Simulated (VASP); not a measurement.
# Ca (a cell with a defect) in VASP: a series of runs

The runs below take Ca (a cell with a defect) through single point, with PBEsol.

All numbers are computed with VASP 6.6.1; they aren't measurements. Logs are shortened: lines on timing, memory, paths and dates and some standing lists are left out, and cuts for length are marked.

## Step 1: The cell of the first run

The cell holds a defect, 7 atoms: a = 7.760 Å, b = 7.760 Å, c = 7.760 Å, α = 109.47°, β = 109.47°, γ = 109.47°.

## Step 2: Single point, PBEsol

INCAR reads:

```
SYSTEM = Ca
PREC = Accurate
ENCUT = 520
EDIFF = 1E-7
ISMEAR = 0
SIGMA = 0.1
LREAL = .False.
LASPH = .True.
NELM = 80
ALGO = Normal
ISIF = 2
LWAVE = .False.
LCHARG = .False.
GGA = PS
NBANDS = 44
```

KPOINTS reads:

```
Automatic mesh
0
Gamma
  2 2 2
  0 0 0
```

POSCAR reads:

```
Ca
1.0
   -4.4800000000      4.4800000000      4.4800000000
    4.4800000000     -4.4800000000      4.4800000000
    4.4800000000      4.4800000000     -4.4800000000
Ca
7
Direct
    0.0000000000      0.0000000000      0.3755520089
    0.0000000000      0.4982486607      0.0028087054
    0.0000000000      0.5143532366      0.5012079241
    0.4982486607      0.0000000000      0.0028087054
    0.5143532366      0.0000000000      0.5012079241
    0.4856467634      0.4856467634     -0.0131453125
    0.5017513393      0.5017513393      0.5045600446
```

Potentials or basis: VASP PAW PBE potentials, release 64 (Ca_sv).

Started as:

```sh
cat potpaw_PBE.64/Ca_sv/POTCAR > POTCAR
mpirun -np 1 vasp_std > vasp.out
```

OUTCAR:

```text
SYSTEM = Ca
   PREC = Accurate
   ENCUT = 520
   EDIFF = 1E-7
   ISMEAR = 0
   LREAL = .False.
   LASPH = .True.
   NELM = 80
   ISIF = 2
   GGA = PS

 ion  position               nearest neighbor table
   1  0.000  0.000  0.376-
   2  0.000  0.498  0.003-
   3  0.000  0.514  0.501-
   4  0.498  0.000  0.003-
   5  0.514  0.000  0.501-
   6  0.486  0.486  0.987-
   7  0.502  0.502  0.505-

  LATTYP: Found a body centered cubic cell.
 ALAT       =     8.9600000000

  Lattice vectors:

 A1 = (  -4.4800000000,   4.4800000000,   4.4800000000)
 A2 = (   4.4800000000,  -4.4800000000,   4.4800000000)
 A3 = (   4.4800000000,   4.4800000000,  -4.4800000000)

Analysis of symmetry for initial positions (statically):
=====================================================================
 Subroutine PRICEL returns:
 Original cell was already a primitive cell.

 Routine SETGRP: Setting up the symmetry group for a
 body centered cubic supercell.

 Subroutine GETGRP returns: Found  6 space group operations
 (whereof  6 operations were pure point group operations)
 out of a pool of 48 trial point group operations.

The static configuration has the point symmetry C_3v.

Analysis of symmetry for dynamics (positions and initial velocities):
=====================================================================
 Subroutine PRICEL returns:
 Original cell was already a primitive cell.

 Routine SETGRP: Setting up the symmetry group for a
 body centered cubic supercell.

 Subroutine GETGRP returns: Found  6 space group operations
 (whereof  6 operations were pure point group operations)
 out of a pool of 48 trial point group operations.

The dynamic configuration has the point symmetry C_3v.

 Subroutine INISYM returns: Found  6 space group operations
 (whereof  6 operations are pure point group operations),
 and found     1 'primitive' translations

----------------------------------------------------------------------------------------

                                     Primitive cell

  volume of cell :     359.6616

  direct lattice vectors                    reciprocal lattice vectors
    -4.480000000  4.480000000  4.480000000     0.000000000  0.111607143  0.111607143
     4.480000000 -4.480000000  4.480000000     0.111607143  0.000000000  0.111607143
     4.480000000  4.480000000 -4.480000000     0.111607143  0.111607143  0.000000000

  length of vectors
     7.759587618  7.759587618  7.759587618     0.157836335  0.157836335  0.157836335

  position of ions in fractional coordinates (direct lattice)
     0.000000000  0.000000000  0.375552009
     0.000000000  0.498248661  0.002808705
     0.000000000  0.514353237  0.501207924
     0.498248661  0.000000000  0.002808705
     0.514353237  0.000000000  0.501207924
     0.485646763  0.485646763  0.986854687
     0.501751339  0.501751339  0.504560045

  ion indices of the primitive-cell ions
   primitive index   ion index
                 1           1
                 2           2
                 3           3
                 4           4
                 5           5
                 6           6
                 7           7

----------------------------------------------------------------------------------------

 KPOINTS: Automatic mesh

Automatic generation of k-mesh.
 Grid dimensions read from file:
 generate k-points for:    2    2    2

 Generating k-lattice:

  Cartesian coordinates                     Fractional coordinates (reciprocal lattice)
     0.000000000  0.055803571  0.055803571     0.500000000  0.000000000  0.000000000
     0.055803571  0.000000000  0.055803571     0.000000000  0.500000000  0.000000000
     0.055803571  0.055803571  0.000000000     0.000000000  0.000000000  0.500000000

  Length of vectors
     0.078918168  0.078918168  0.078918168

  Shift w.r.t. Gamma in fractional coordinates (k-lattice)
     0.000000000  0.000000000  0.000000000

 Subroutine IBZKPT returns following result:
 ===========================================

 Found      4 irreducible k-points:

 Following reciprocal coordinates:
            Coordinates               Weight
  0.000000  0.000000  0.000000      1.000000
  0.500000  0.000000  0.000000      3.000000
  0.000000  0.000000  0.500000      3.000000
  0.500000  0.500000  0.500000      1.000000
   k-points           NKPTS =      4   k-points in BZ     NKDIM =      4   number of bands    NBANDS=     44
   number of dos      NEDOS =    301   number of ions     NIONS =      7
   total plane-waves  NPLWV = 216000
   dimension x,y,z NGX =    60 NGY =   60 NGZ =   60
   dimension x,y,z NGXF=   120 NGYF=  120 NGZF=  120
   ions per type =               7
   NGX,Y,Z   is equivalent  to a cutoff of  12.85, 12.85, 12.85 a.u.
   NGXF,Y,Z  is equivalent  to a cutoff of  25.71, 25.71, 25.71 a.u.
 SYSTEM =  Ca
   PREC   = accura    normal or accurate (medium, high low for compatibility)
   ISTART =      0    job   : 0-new  1-cont  2-samecut
   ICHARG =      2    charge: 1-file 2-atom 10-const
   ISPIN  =      1    spin polarized calculation?
   LNONCOLLINEAR =      F non collinear calculations
   LSORBIT =      F    spin-orbit coupling
   LASPH  =      T    aspherical Exc in radial PAW
   ENCUT  =  520.0 eV  38.22 Ry    6.18 a.u.  14.43 14.43 14.43*2*pi/ulx,y,z
   NELM   =     80;   NELMIN=  2; NELMDL= -5     # of ELM steps
   EDIFF  = 0.1E-06   stopping-criterion for ELM
   LREAL  =      F    real-space projection
   EDIFFG = 0.1E-05   stopping-criterion for IOM
   NSW    =      0    number of steps for IOM
   IBRION =     -1    ionic relax: 0-MD 1-quasi-New 2-CG
   NFREE  =      0    steps in history (QN), initial steepest desc. (CG)
   ISIF   =      2    stress and relaxation
   ISYM   =      2    0-nonsym 1-usesym 2-fastsym
   POTIM  = 0.5000    time-step for ionic-motion
   TEBEG  =    0.0;   TEEND  =   0.0 temperature during run
   PSTRESS=    0.0 pullay stress
   NELECT =      70.0000    total number of electrons
   NUPDOWN=      -1.0000    fix difference up-down
   EMIN   =  10.00;   EMAX   =-10.00  energy-range for DOS
   EFERMI =   0.00;   METHOD = LEGACY
   ISMEAR =     0;   SIGMA  =   0.10  broadening in eV -4-tet -1-fermi 0-gaus
   EFERMI_NEDOS =   21; number of points for ismear=-14 and -15
   IALGO  =     38    algorithm
   IMIX   =      4    mixing-type and parameters
     AMIX     =   0.40;   BMIX     =  1.00
     AMIX_MAG =   1.60;   BMIX_MAG =  1.00
  volume/ion in A,a.u.               =      51.38       346.73
  Fermi-wavevector in a.u.,A,eV,Ry     =   0.948730  1.792841 12.246460  0.900089
  Thomas-Fermi vector in A             =   2.076947
   LORBIT       =      0    0 simple, 1 ext, 2 COOP (PROOUT), +10 PAW based schemes
   GGA     = PS    functional components
   LHFCALC =     F    Hartree Fock is set to
   AEXX    =    0.0000 exact exchange contribution
   IVDW    =     0    specifies the selected vdW correction
   LEPSILON=     F    determine dielectric tensor
   LRPA    =     F    only Hartree local field effects (RPA)
 non-spin polarized calculation
 Gauss-broadening in eV      SIGMA  =   0.10
  energy-cutoff  :      520.00
  volume of cell :      359.66
 maximum number of plane-waves:      9704
 NGX is ok and might be reduce to    60
   NGX = 29   NGY = 29   NGZ = 29

 number of electron      70.0000003 magnetization

 Free energy of the ion-electron system (eV)
  ---------------------------------------------------
  ext. energy  EPLUGINS =         0.00000000
  ---------------------------------------------------
  free energy    TOTEN  =       -13.53848395 eV

  energy without entropy =      -13.48712247  energy(sigma->0) =      -13.51280321

 E-fermi :   1.1770     XC(G=0):  -7.1482

 val. band max:        1.1758016541   @ k =   0.0000   0.0000   0.5000
 cond. band min:       1.2858428982   @ k =   0.0000   0.0000   0.5000
 fundamental gap:      0.1100412441
 Fermi energy:         1.1770127866

 k-point     1 :       0.0000    0.0000    0.0000
  band No.  band energies     occupation
      1     -41.1842      2.00000
      2     -41.1437      2.00000
      3     -41.1425      2.00000
      4     -41.1425      2.00000
      5     -40.9784      2.00000
      6     -40.9779      2.00000
[... 36 lines left out ...]
     43       1.7327      0.00000
     44       2.3391      0.00000

 k-point     2 :       0.5000    0.0000    0.0000
  band No.  band energies     occupation
      1     -41.1841      2.00000
      2     -41.1433      2.00000
      3     -41.1429      2.00000
      4     -41.1425      2.00000
      5     -40.9784      2.00000
      6     -40.9782      2.00000
[... 36 lines left out ...]
     43       2.1945      0.00000
     44       2.2745      0.00000

 k-point     3 :       0.0000    0.0000    0.5000
  band No.  band energies     occupation
      1     -41.1842      2.00000
      2     -41.1432      2.00000
      3     -41.1429      2.00000
      4     -41.1425      2.00000
      5     -40.9784      2.00000
      6     -40.9781      2.00000
[... 36 lines left out ...]
     43       2.2714      0.00000
     44       2.2742      0.00000

 k-point     4 :       0.5000    0.5000    0.5000
  band No.  band energies     occupation
      1     -41.1841      2.00000
      2     -41.1432      2.00000
      3     -41.1432      2.00000
      4     -41.1422      2.00000
      5     -40.9785      2.00000
      6     -40.9785      2.00000
[... 36 lines left out ...]
     43       2.5120      0.00000
     44       2.5678      0.00000

------------------------ aborting loop because EDIFF is reached ----------------------------------------

  FORCE on cell =-STRESS in cart. coord.  units (eV):
  Direction    XX          YY          ZZ          XY          YZ          ZX
  --------------------------------------------------------------------------------------
  -------------------------------------------------------------------------------------
  Total       -3.5260519     -3.5260519     -3.5260519     -0.0742090      0.0742090      0.0742090
  in kB      -15.7074341    -15.7074341    -15.7074341     -0.3305772      0.3305772      0.3305772
  external PRESSURE =     -15.7074341 kB  Pullay stress =       0.0000000 kB

 VOLUME and BASIS-vectors are now :
 -----------------------------------------------------------------------------
  energy-cutoff  :      520.00
  volume of cell :      359.66
      direct lattice vectors                 reciprocal lattice vectors
    -4.480000000  4.480000000  4.480000000     0.000000000  0.111607143  0.111607143
     4.480000000 -4.480000000  4.480000000     0.111607143  0.000000000  0.111607143
     4.480000000  4.480000000 -4.480000000     0.111607143  0.111607143  0.000000000

 POSITION                                       TOTAL-FORCE (eV/Angst)
 -----------------------------------------------------------------------------------
      1.68247      1.68247     -1.68247         0.088535      0.088535     -0.088535
      2.24474     -2.21957      2.21957        -0.000728      0.012050     -0.012050
      4.54971     -0.05889      0.05889         0.069372     -0.090639      0.090639
     -2.21957      2.24474      2.21957         0.012050     -0.000728     -0.012050
     -0.05889      4.54971      0.05889        -0.090639      0.069372      0.090639
      4.42111      4.42111     -0.06971        -0.090639     -0.090639     -0.069372
      2.26043      2.26043      2.23526         0.012050      0.012050      0.000728
 -----------------------------------------------------------------------------------
    total drift:                               -0.000227     -0.000227      0.000227

  FREE ENERGIE OF THE ION-ELECTRON SYSTEM (eV)
  ---------------------------------------------------
  free  energy   TOTEN  =       -13.5384839545 eV

  energy  without entropy=      -13.4871224655  energy(sigma->0) =      -13.51280321
```

It took 58 s on 1 thread of Intel Xeon 6975P-C (Granite Rapids), shared host; peak memory 0.47 GiB.

What came out:

* Free energy: -13.5385 eV
* Pressure: -1.6 GPa
* Largest force: 0.153 eV/Å
* Band gap on the k mesh: zero (band 35 reaches 1.58 eV, above the bottom of band 36 at 1.08 eV)

Forces in eV/Å, atoms in the order of the input:
```
Ca   0.089  0.089 -0.089
Ca  -0.001  0.012 -0.012
Ca   0.069 -0.091  0.091
Ca   0.012 -0.001 -0.012
Ca  -0.091  0.069  0.091
Ca  -0.091 -0.091 -0.069
Ca   0.012  0.012  0.001
```

Caveat: the k points lie up to 0.50 Å⁻¹ apart; the PAW data sets were made with another functional, which shifts forces and pressure a little.

## Step 3: Single point, PBEsol

INCAR reads:

```
ALGO = Normal
EDIFF = 1E-6
ENCUT = 520
GGA = PS
ISIF = 2
ISMEAR = 0
LASPH = True
LCHARG = False
LREAL = False
LWAVE = False
NBANDS = 44
NELM = 100
PREC = Accurate
SIGMA = 0.1
```

KPOINTS reads:

```
k-points
0
Gamma
  2 2 2
```

POSCAR reads:

```
Ca
1.0
   -4.4800000000      4.4800000000      4.4800000000
    4.4800000000     -4.4800000000      4.4800000000
    4.4800000000      4.4800000000     -4.4800000000
Ca
7
Direct
    0.0000000000      0.0000000000      0.1244477679
    0.0000000000      0.4856467634     -0.0012079241
    0.0000000000      0.5017514509      0.4971914062
    0.4856467634      0.0000000000     -0.0012079241
    0.5017514509      0.0000000000      0.4971914062
    0.4982485491      0.4982485491     -0.0045600446
    0.5143532366      0.5143532366      0.5131453125
```

Potentials or basis: VASP PAW PBE potentials, release 64 (Ca_sv).

Started as:

```sh
cat potpaw_PBE.64/Ca_sv/POTCAR > POTCAR
mpirun -np 1 vasp_std > vasp.out
```

Wall time 51 s (1 thread of Intel Xeon 6975P-C (Granite Rapids), shared host); peak memory 0.48 GiB.

The run converged. Its results:

- Free energy: -13.5385 eV
- Pressure: -1.6 GPa
- Largest force: 0.153 eV/Å
- Band gap on the k mesh: zero (band 35 reaches 1.58 eV, above the bottom of band 36 at 1.08 eV)

Forces in eV/Å, atoms in the order of the input:
```
Ca  -0.088 -0.088  0.088
Ca  -0.069  0.091 -0.091
Ca   0.001 -0.012  0.012
Ca   0.091 -0.069 -0.091
Ca  -0.012  0.001  0.012
Ca  -0.012 -0.012 -0.001
Ca   0.091  0.091  0.069
```

Levels at points of the mesh, in eV from the Fermi level:
```tsv
k point	band 31	band 32	band 33	band 34	band 35	band 36	band 37	band 38	band 39	band 40
(0.00, 0.00, 0.00)	-0.80	-0.72	-0.72	-0.65	-0.15	-0.09	-0.08	-0.08	0.24	0.24
(0.50, 0.00, 0.00)	-1.17	-1.06	-0.86	-0.66	-0.08	0.17	0.20	0.46	0.54	0.65
(0.00, 0.00, 0.50)	-1.12	-1.05	-0.95	-0.63	0.00	0.11	0.23	0.33	0.64	0.82
(0.50, 0.50, 0.50)	-1.86	-1.85	-1.85	-1.08	0.41	0.41	0.47	0.53	0.53	0.57
```

Caveat: the k points lie up to 0.50 Å⁻¹ apart; the PAW data sets were made with another functional, which shifts forces and pressure a little.
